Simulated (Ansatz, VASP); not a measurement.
**AsSe4: VASP beside Ansatz**

```
As Se
1.0
     3.66517   -4.05008    0.00000
     3.66517    4.05008    0.00000
     0.00000    0.00000    3.85752
As Se
1 4
Direct
  0.00000 0.00000 0.00000
  0.74519 0.74519 0.50000
  0.25481 0.25481 0.50000
  0.67020 0.32980 0.00000
  0.32980 0.67020 0.00000
```

Change from the starting cell: species swapped into the OsCl4 type (Cmmm, No. 65).

Alike in both runs: task relaxation of cell and atoms; functional PBE; k mesh 8 × 8 × 10; occupations gaussian, width 0.1 eV; no spin polarisation.

|  | VASP | Ansatz |
| --- | --- | --- |
| version | VASP 6.6.1 | Ansatz 0.2.0 |
| potentials or method | VASP PAW PBE potentials, release 64 (As, Se), cutoff 600 eV | scalar-relativistic, plane waves, PAW |
| valence electrons in the cell | 29 | 79 |

|  | VASP | Ansatz | Ansatz less VASP |
| --- | --- | --- | --- |
| gap on the k mesh at the Fermi level, each at its own relaxed structure (eV) | none | none | - |
| relaxed volume (Å³/atom) | 22.83 | 22.81 | -0.019 |
| relaxed cell length with the largest relative difference (Å) | 3.893 | 3.890 | -0.0026 |

A gap of «none» marks a metal or a gap that the smearing closes. VASP's potentials hold 29 valence electrons a cell and Ansatz's 79, so a difference there can come from the potentials and not from the codes.
